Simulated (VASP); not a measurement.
# LiTi12 (a cell with a defect) in VASP: further runs

Runs on LiTi12 (a cell with a defect). Level: PBE. Tasks: single point.

All numbers are computed with VASP 6.6.1; they aren't measurements. Logs are shortened: lines on timing, memory, paths and dates and some standing lists are left out, and cuts for length are marked.

## (1) The cell of the first run

The cell holds a defect, 13 atoms: a = 5.900 Å, b = 8.850 Å, c = 4.685 Å, α = 90.00°, β = 90.00°, γ = 120.00°.

## (2) Single point, PBE

Contents of INCAR:

```
  ALGO = Normal
  EDIFF = 1E-6
  ENCUT = 520
  GGA = PE
  ISIF = 2
  ISMEAR = -1
  LASPH = T
  LCHARG = F
  LREAL = F
  LWAVE = F
  NBANDS = 86
  NELM = 100
  PREC = Accurate
  SIGMA = 0.1
```

Contents of KPOINTS:

```
k-points
0
Gamma
  3 2 4
```

Contents of POSCAR:

```
LiTi12
1.0
    5.9000000000      0.0000000000      0.0000000000
   -4.4250000000      7.6643250000      0.0000000000
    0.0000000000      0.0000000000      4.6846000000
Ti Li
12 1
Direct
   -0.0241423265      0.0195842426     -0.0591512616
    0.1725613822      0.2139914474      0.4855910857
   -0.0671778594      0.3338193513      0.1140545618
    0.1832722876      0.5846568354      0.4393971737
    0.0141695033      0.6625762869     -0.0574008453
    0.1488061145      0.9052330114      0.4210391496
    0.5022668063     -0.0090679871      0.0184220638
    0.6891766949      0.2115124293      0.6102762242
    0.4794435918      0.2836649020      0.0825043760
    0.6817716826      0.5365769327      0.4643085856
    0.5696291338      0.7084772632     -0.0089442001
    0.6565793347      0.8795295085      0.4724416172
    0.2858130977      0.4138524919      0.8748452376
```

Potentials or basis: VASP PAW PBE potentials, release 64 (Ti_sv, Li_sv).

Started as:

```
$ cat potpaw_PBE.64/Ti_sv/POTCAR potpaw_PBE.64/Li_sv/POTCAR > POTCAR
$ mpirun -np 1 vasp_std > vasp.out
```

OUTCAR:

```text
EDIFF = 1E-6
   ENCUT = 520
   GGA = PE
   ISIF = 2
   ISMEAR = -1
   LASPH = T
   LREAL = F
   NELM = 100
   PREC = Accurate

 ion  position               nearest neighbor table
   1  0.976  0.020  0.941-  11 2.60   2 2.62   7 2.70  12 2.75   9 2.79   6 2.86
   2  0.173  0.214  0.486-  13 2.39   9 2.47   1 2.62   6 2.68   3 2.77   8 2.90
   3  0.933  0.334  0.114-  13 2.15   4 2.48   9 2.49   8 2.66   8 2.69   2 2.77   5 2.82   7 2.86

   4  0.183  0.585  0.439-   3 2.48  12 2.71   5 2.75  10 2.77   5 2.78  11 2.88
   5  0.014  0.663  0.943-   4 2.75   4 2.78  10 2.81   3 2.82  11 2.86   7 2.91
   6  0.149  0.905  0.421-   7 2.63   2 2.68  12 2.81   1 2.86
   7  0.502  0.991  0.018-   8 2.56   6 2.63   9 2.68  12 2.69   1 2.70  11 2.72   3 2.86   5 2.91

   8  0.689  0.212  0.610-   7 2.56   3 2.66   3 2.69   9 2.76   2 2.90  12 2.92
   9  0.479  0.284  0.083-  13 2.21   2 2.47   3 2.49  10 2.64   7 2.68   8 2.76   1 2.79
  10  0.682  0.537  0.464-   9 2.64   4 2.77   5 2.81
  11  0.570  0.708  0.991-  13 2.35   1 2.60  12 2.62   7 2.72  12 2.77   5 2.86   4 2.88
  12  0.657  0.880  0.472-  11 2.62   7 2.69   4 2.71   1 2.75  11 2.77   6 2.81   8 2.92
  13  0.286  0.414  0.875-   3 2.15   9 2.21  11 2.35   2 2.39

  LATTYP: Found a simple monoclinic cell.
 ALAT       =     5.9000000000
 B/A-ratio  =     0.7940000000
 C/A-ratio  =     1.3228756849
 COS(beta)  =    -0.1889822323

  Lattice vectors:

 A1 = (   5.9000000000,   0.0000000000,   0.0000000000)
 A2 = (   0.0000000000,   0.0000000000,   4.6846000000)
 A3 = (  -1.4750000000,  -7.6643250000,   0.0000000000)

Analysis of symmetry for initial positions (statically):
=====================================================================
 Subroutine PRICEL returns:
 Original cell was already a primitive cell.

 Routine SETGRP: Setting up the symmetry group for a
 simple monoclinic supercell.

 Subroutine GETGRP returns: Found  1 space group operations
 (whereof  1 operations were pure point group operations)
 out of a pool of  4 trial point group operations.

The static configuration has the point symmetry C_1 .

Analysis of symmetry for dynamics (positions and initial velocities):
=====================================================================
 Subroutine PRICEL returns:
 Original cell was already a primitive cell.

 Routine SETGRP: Setting up the symmetry group for a
 simple monoclinic supercell.

 Subroutine GETGRP returns: Found  1 space group operations
 (whereof  1 operations were pure point group operations)
 out of a pool of  4 trial point group operations.

The dynamic configuration has the point symmetry C_1 .

 Subroutine INISYM returns: Found  1 space group operations
 (whereof  1 operations are pure point group operations),
 and found     1 'primitive' translations

----------------------------------------------------------------------------------------

                                     Primitive cell

  volume of cell :     211.8354

  direct lattice vectors                    reciprocal lattice vectors
     5.900000000  0.000000000  0.000000000     0.169491525  0.097855976  0.000000000
    -4.425000000  7.664325000  0.000000000     0.000000000  0.130474634  0.000000000
     0.000000000  0.000000000  4.684600000     0.000000000  0.000000000  0.213465397

  length of vectors
     5.900000000  8.850000153  4.684600000     0.195711955  0.130474634  0.213465397

  position of ions in fractional coordinates (direct lattice)
     0.975857674  0.019584243  0.940848738
     0.172561382  0.213991447  0.485591086
     0.932822141  0.333819351  0.114054562
     0.183272288  0.584656835  0.439397174
     0.014169503  0.662576287  0.942599155
     0.148806114  0.905233011  0.421039150
     0.502266806  0.990932013  0.018422064
     0.689176695  0.211512429  0.610276224
     0.479443592  0.283664902  0.082504376
     0.681771683  0.536576933  0.464308586
     0.569629134  0.708477263  0.991055800
     0.656579335  0.879529508  0.472441617
     0.285813098  0.413852492  0.874845238

  ion indices of the primitive-cell ions
   primitive index   ion index
                 1           1
                 2           2
                 3           3
                 4           4
                 5           5
                 6           6
                 7           7
                 8           8
                 9           9
                10          10
                11          11
                12          12
                13          13

----------------------------------------------------------------------------------------

 KPOINTS: k-points

Automatic generation of k-mesh.
 Grid dimensions read from file:
 generate k-points for:    3    2    4

 Generating k-lattice:

  Cartesian coordinates                     Fractional coordinates (reciprocal lattice)
     0.056497175  0.032618659  0.000000000     0.333333333  0.000000000  0.000000000
     0.000000000  0.065237317  0.000000000     0.000000000  0.500000000  0.000000000
     0.000000000  0.000000000  0.053366349     0.000000000  0.000000000  0.250000000

  Length of vectors
     0.065237318  0.065237317  0.053366349

  Shift w.r.t. Gamma in fractional coordinates (k-lattice)
     0.000000000  0.000000000  0.000000000

 -----------------------------------------------------------------------------
|                                                                             |
|           W    W    AA    RRRRR   N    N  II  N    N   GGGG   !!!           |
|           W    W   A  A   R    R  NN   N  II  NN   N  G    G  !!!           |
|           W    W  A    A  R    R  N N  N  II  N N  N  G       !!!           |
|           W WW W  AAAAAA  RRRRR   N  N N  II  N  N N  G  GGG   !            |
|           WW  WW  A    A  R   R   N   NN  II  N   NN  G    G                |
|           W    W  A    A  R    R  N    N  II  N    N   GGGG   !!!           |
|                                                                             |
|     Your reciprocal lattice and k-lattice belong to different lattice       |
|     classes:                                                                |
|                                                                             |
|        The reciprocal lattice is simple monoclinic,                         |
|        whereas your k-lattice is hexagonal.                                 |
|                                                                             |
|     Results are often still useful ...                                      |
|                                                                             |
 -----------------------------------------------------------------------------

 Subroutine IBZKPT returns following result:
 ===========================================

 Found     14 irreducible k-points:

 Following reciprocal coordinates:
            Coordinates               Weight
  0.000000  0.000000  0.000000      1.000000
  0.333333 -0.000000  0.000000      2.000000
  0.000000  0.500000  0.000000      1.000000
  0.333333  0.500000  0.000000      2.000000
  0.000000  0.000000  0.250000      2.000000
  0.333333 -0.000000  0.250000      2.000000
 -0.333333  0.000000  0.250000      2.000000
  0.000000  0.500000  0.250000      2.000000
  0.333333  0.500000  0.250000      2.000000
 -0.333333  0.500000  0.250000      2.000000
  0.000000  0.000000  0.500000      1.000000
  0.333333 -0.000000  0.500000      2.000000
  0.000000  0.500000  0.500000      1.000000
  0.333333  0.500000  0.500000      2.000000
   k-points           NKPTS =     14   k-points in BZ     NKDIM =     14   number of bands    NBANDS=     86
   number of dos      NEDOS =    301   number of ions     NIONS =     13
   total plane-waves  NPLWV = 120960
   dimension x,y,z NGX =    48 NGY =   70 NGZ =   36
   dimension x,y,z NGXF=    96 NGYF=  140 NGZF=   72
   ions per type =              12   1
   NGX,Y,Z   is equivalent  to a cutoff of  13.53, 13.15, 12.78 a.u.
   NGXF,Y,Z  is equivalent  to a cutoff of  27.05, 26.30, 25.55 a.u.
 SYSTEM =  unknown system
   PREC   = accura    normal or accurate (medium, high low for compatibility)
   ISTART =      0    job   : 0-new  1-cont  2-samecut
   ICHARG =      2    charge: 1-file 2-atom 10-const
   ISPIN  =      1    spin polarized calculation?
   LNONCOLLINEAR =      F non collinear calculations
   LSORBIT =      F    spin-orbit coupling
   LASPH  =      T    aspherical Exc in radial PAW
   ENCUT  =  520.0 eV  38.22 Ry    6.18 a.u.  10.97 16.46  8.71*2*pi/ulx,y,z
   NELM   =    100;   NELMIN=  2; NELMDL= -5     # of ELM steps
   EDIFF  = 0.1E-05   stopping-criterion for ELM
   LREAL  =      F    real-space projection
   EDIFFG = 0.1E-04   stopping-criterion for IOM
   NSW    =      0    number of steps for IOM
   IBRION =     -1    ionic relax: 0-MD 1-quasi-New 2-CG
   NFREE  =      0    steps in history (QN), initial steepest desc. (CG)
   ISIF   =      2    stress and relaxation
   ISYM   =      2    0-nonsym 1-usesym 2-fastsym
   POTIM  = 0.5000    time-step for ionic-motion
   TEBEG  =    0.0;   TEEND  =   0.0 temperature during run
   PSTRESS=    0.0 pullay stress
   NELECT =     147.0000    total number of electrons
   NUPDOWN=      -1.0000    fix difference up-down
   EMIN   =  10.00;   EMAX   =-10.00  energy-range for DOS
   EFERMI =   0.00;   METHOD = LEGACY
   ISMEAR =    -1;   SIGMA  =   0.10  broadening in eV -4-tet -1-fermi 0-gaus
   EFERMI_NEDOS =   21; number of points for ismear=-14 and -15
   IALGO  =     38    algorithm
   IMIX   =      4    mixing-type and parameters
     AMIX     =   0.40;   BMIX     =  1.00
     AMIX_MAG =   1.60;   BMIX_MAG =  1.00
  volume/ion in A,a.u.               =      16.30       109.96
  Fermi-wavevector in a.u.,A,eV,Ry     =   1.449376  2.738924 28.581642  2.100691
  Thomas-Fermi vector in A             =   2.567110
   LORBIT       =      0    0 simple, 1 ext, 2 COOP (PROOUT), +10 PAW based schemes
   GGA     = PE    functional components
   LHFCALC =     F    Hartree Fock is set to
   AEXX    =    0.0000 exact exchange contribution
   IVDW    =     0    specifies the selected vdW correction
   LEPSILON=     F    determine dielectric tensor
   LRPA    =     F    only Hartree local field effects (RPA)
 non-spin polarized calculation
  energy-cutoff  :      520.00
  volume of cell :      211.84
 maximum number of plane-waves:      5706
 NGX is ok and might be reduce to    48
   NGX = 21   NGY = 33   NGZ = 17

 number of electron     146.9999992 magnetization

 Free energy of the ion-electron system (eV)
  ---------------------------------------------------
  ext. energy  EPLUGINS =         0.00000000
  ---------------------------------------------------
  free energy    TOTEN  =       -92.64655828 eV

  energy without entropy =      -92.07886748  energy(sigma->0) =      -92.36271288

 E-fermi :   8.2188     XC(G=0): -11.4945

 val. band max:        8.2133150241   @ k =   0.3333  -0.0000   0.0000
 cond. band min:       8.2270227902   @ k =   0.3333   0.5000   0.0000
 fundamental gap:      0.0137077661
 Fermi energy:         8.2188470544

 k-point     1 :       0.0000    0.0000    0.0000
  band No.  band energies     occupation
      1     -48.4986      2.00000
      2     -48.4291      2.00000
      3     -48.4088      2.00000
      4     -48.3447      2.00000
      5     -48.3198      2.00000
      6     -48.2630      2.00000
[... 1221 lines left out ...]
     84       9.0964      0.00031
     85       9.2681      0.00006
 [bands above 85 left out]

------------------------ aborting loop because EDIFF is reached ----------------------------------------

  FORCE on cell =-STRESS in cart. coord.  units (eV):
  Direction    XX          YY          ZZ          XY          YZ          ZX
  --------------------------------------------------------------------------------------
  -------------------------------------------------------------------------------------
  Total        7.1830785      7.7817461      9.4250049      0.2015344      0.1628804     -1.7173498
  in kB       54.3278798     58.8557913     71.2842741      1.5242681      1.2319156    -12.9888563
  external PRESSURE =      61.4893151 kB  Pullay stress =       0.0000000 kB

 VOLUME and BASIS-vectors are now :
 -----------------------------------------------------------------------------
  energy-cutoff  :      520.00
  volume of cell :      211.84
      direct lattice vectors                 reciprocal lattice vectors
     5.900000000  0.000000000  0.000000000     0.169491525  0.097855976  0.000000000
    -4.425000000  7.664325000  0.000000000     0.000000000  0.130474634  0.000000000
     0.000000000  0.000000000  4.684600000     0.000000000  0.000000000  0.213465397

 POSITION                                       TOTAL-FORCE (eV/Angst)
 -----------------------------------------------------------------------------------
      5.67090      0.15010      4.40750         0.741639      0.459405      0.461567
      0.07120      1.64010      2.27480        -0.393554     -0.455096     -0.433793
      4.02650      2.55850      0.53430        -0.447377     -0.829178      0.044533
     -1.50580      4.48100      2.05840         0.592785      0.023613      0.571625
     -2.84830      5.07820      4.41570        -0.284555      0.198902     -0.014492
     -3.12770      6.93800      1.97240         0.005238     -0.883812      0.683569
     -1.42150      7.59482      0.08630        -0.354027     -0.429709     -0.230752
      3.13020      1.62110      2.85890        -0.474348      0.469608     -0.929950
      1.57350      2.17410      0.38650         0.954722      0.112148     -0.278384
      1.64810      4.11250      2.17510        -0.143710      0.621395      0.150288
      0.22580      5.43000      4.64270        -0.323895     -0.651272     -0.026932
     -0.01810      6.74100      2.21320         0.256505      0.477407      0.531543
     -0.14500      3.17190      4.09830        -0.129423      0.886589     -0.528823
 -----------------------------------------------------------------------------------
    total drift:                               -0.000055     -0.000865      0.000146

  FREE ENERGIE OF THE ION-ELECTRON SYSTEM (eV)
  ---------------------------------------------------
  free  energy   TOTEN  =       -92.6465582794 eV

  energy  without entropy=      -92.0788674822  energy(sigma->0) =      -92.36271288
```

Wall time 9 min (1 thread of Intel Xeon Platinum 8259CL at 2.50GHz (Skylake/Cascade Lake), shared host); peak memory 0.43 GiB.

Results:

* Free energy: -92.6466 eV
* Largest force: 1.145 eV/Å
* Band gap on the k mesh: zero (an odd number of electrons rules out a gap without spin polarisation)

Forces on the atoms (eV/Å):
```
Ti   0.742  0.459  0.462
Ti  -0.394 -0.455 -0.434
Ti  -0.447 -0.829  0.045
Ti   0.593  0.024  0.572
Ti  -0.285  0.199 -0.014
Ti   0.005 -0.884  0.684
Ti  -0.354 -0.430 -0.231
Ti  -0.474  0.470 -0.930
Ti   0.955  0.112 -0.278
Ti  -0.144  0.621  0.150
Ti  -0.324 -0.651 -0.027
Ti   0.257  0.477  0.532
Li  -0.129  0.887 -0.529
```

Caveat: the k points lie up to 0.41 Å⁻¹ apart, too coarse for converged energies and pressures of a metal; the cutoff is under 1.25 times the usual one of these potentials, so pressure, stress and relaxed cells hold a basis-set (Pulay) error.

## (3) Single point, PBE

Contents of INCAR:

```
SYSTEM = LiTi12
PREC = Accurate ; ENCUT = 520
EDIFF = 1E-6 ; ISMEAR = -1
SIGMA = 0.1 ; LREAL = .False.
LASPH = .True. ; NELM = 80
ALGO = Normal ; ISIF = 2
LWAVE = .False. ; LCHARG = .False.
GGA = PE ; NBANDS = 86
```

Contents of KPOINTS:

```
regular mesh
0
Gamma
  3 2 4
  0 0 0
```

Contents of POSCAR:

```
LiTi12
1.0
    5.9000000000      0.0000000000      0.0000000000
   -4.4250000000      7.6643250000      0.0000000000
    0.0000000000      0.0000000000      4.6846000000
Ti Li
12 1
Direct
   -0.0260571607      0.0520593790     -0.0643384707
    0.2508176263      0.2117342362      0.4212312684
   -0.0628294705      0.3155268076      0.1076505998
    0.1683314516      0.5784984327      0.4603381292
   -0.0225726490      0.6479370329     -0.0714682150
    0.1425092153      0.8694699142      0.3435939034
    0.4125016069     -0.0276475750     -0.0559919737
    0.7647387634      0.2058889726      0.5969773300
    0.4988412144      0.2906583424     -0.0417324852
    0.6707853576      0.5377251095      0.4417239465
    0.5638586567      0.7109301863     -0.0174828160
    0.6610007037      0.8729274920      0.4187123767
    0.3026597586      0.4464841979      0.8544806387
```

Potentials or basis: VASP PAW PBE potentials, release 64 (Ti_sv, Li_sv).

Started as:

```
$ cat potpaw_PBE.64/Ti_sv/POTCAR potpaw_PBE.64/Li_sv/POTCAR > POTCAR
$ mpirun -np 1 vasp_std > vasp.out
```

Run time: 13 min. Hardware: 1 thread of Intel Xeon 8259CL, shared host; peak memory 0.43 GiB.

Results (log left out):

| Property | Result |
| --- | --- |
| Free energy | -91.5421 eV |
| Largest force | 2.503 eV/Å |
| Band gap on the k mesh | zero (an odd number of electrons rules out a gap without spin polarisation) |

Forces on the atoms (eV/Å):
```
Ti   0.811 -1.265 -0.030
Ti  -0.209 -0.332  0.766
Ti  -0.485  0.008  0.446
Ti   0.585 -0.261 -0.507
Ti   0.036 -0.446 -0.349
Ti  -0.940 -0.001  2.320
Ti   1.380 -0.019 -1.461
Ti  -0.812  0.255 -0.982
Ti   0.079  0.940 -0.027
Ti  -0.020  0.094 -0.496
Ti  -0.495  0.845 -0.266
Ti   0.144  0.729  1.151
Li  -0.073 -0.546 -0.567
```

Levels at points of the mesh, in eV from the Fermi level:
```tsv
k point	band 70	band 71	band 72	band 73	band 74	band 75	band 76	band 77	band 78	band 79
(0.00, 0.00, 0.00)	-0.38	-0.22	-0.13	-0.06	0.12	0.25	0.32	0.42	0.58	0.66
(0.00, 0.50, 0.00)	-0.25	-0.11	-0.04	-0.03	0.17	0.23	0.24	0.33	0.42	0.62
(0.00, 0.00, 0.50)	-0.48	-0.37	-0.31	-0.14	-0.07	0.04	0.13	0.37	0.41	0.45
(0.00, 0.50, 0.50)	-0.37	-0.35	-0.33	-0.20	-0.04	0.03	0.21	0.26	0.40	0.59
```

Caveat: the k points lie up to 0.41 Å⁻¹ apart, too coarse for converged energies and pressures of a metal; the cutoff is under 1.25 times the usual one of these potentials, so pressure, stress and relaxed cells hold a basis-set (Pulay) error; the atoms stand as in a frame of molecular dynamics.

The gap in the log of VASP goes by the Fermi energy; the results here count the filled bands.